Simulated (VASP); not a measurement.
A run of VASP 6.6.1:

File INCAR:

```
PREC = Accurate
ENCUT = 520
EDIFF = 1E-7
ISMEAR = 0
SIGMA = 0.01
LREAL = False
LASPH = True
NELM = 60
ALGO = Normal
ISIF = 2
LWAVE = False
LCHARG = False
GGA = PE
NBANDS = 32
```

Contents of KPOINTS:

```
Automatic mesh
0
Gamma
  10 10 6
```

File POSCAR:

```
Lu
1.0
    3.5070808964      0.0000000000      0.0000000000
   -1.7535404482      3.0372211494      0.0000000000
    0.0000000000      0.0000000000      5.4772888711
Lu
2
Direct
    0.3333333333      0.6666666667      0.2500000000
    0.6666666667      0.3333333333      0.7500000000
```

Potentials or basis: VASP PAW PBE potentials, release 64 (Lu).

Command:

```sh
$ cat potpaw_PBE.64/Lu/POTCAR > POTCAR
$ mpirun -np 1 vasp_std > vasp.out
```

Hardware: 1 thread of Oxide Virtual Turin-like Processor (shared host).

Question: How long does it take, and how much memory?

Answer: Wall time 3.3 min on 1 thread of Oxide Virtual Turin-like Processor (shared host), peak memory 0.2 GiB. Counts: scf iterations 14, k points 56.
